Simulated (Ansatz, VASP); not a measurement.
Pd in VASP and in Ansatz

```
CELL_PARAMETERS angstrom
2.51410 0.00000 0.00000
0.00000 2.51410 0.00000
0.00000 0.00000 2.51410
ATOMIC_POSITIONS crystal
Pd 0.00000 0.00000 0.00000
```

Alike in both runs: task relaxation of cell and atoms; functional RPBE; k mesh 12 × 12 × 12; occupations fermi-dirac, width 0.1 eV; no spin polarisation.

```csv
,VASP,Ansatz
version,VASP 6.6.1,Ansatz 0.2.0
potentials or method,"VASP PAW PBE potentials, release 64 (Pd), cutoff 600 eV","plane waves (420 eV) with PAW, scalar-relativistic"
valence electrons in the cell,10,18
```

Ansatz gave:

| Property | Result |
| --- | --- |
| relaxed volume (Å³/atom) | 18.49 |
| relaxed cell length with the largest relative difference (Å) | 2.644 |

What did VASP give for the same quantities?

Relaxed volume (Å³/atom): 18.45; relaxed cell length with the largest relative difference (Å): 2.642.

VASP's potentials were made for PBE, not for RPBE. VASP's potentials hold 10 valence electrons a cell and Ansatz's 18, so a difference there can come from the potentials and not from the codes.

Noted on VASP's run: the volume moved by over 15 % at a fixed basis, so the end points are rough.
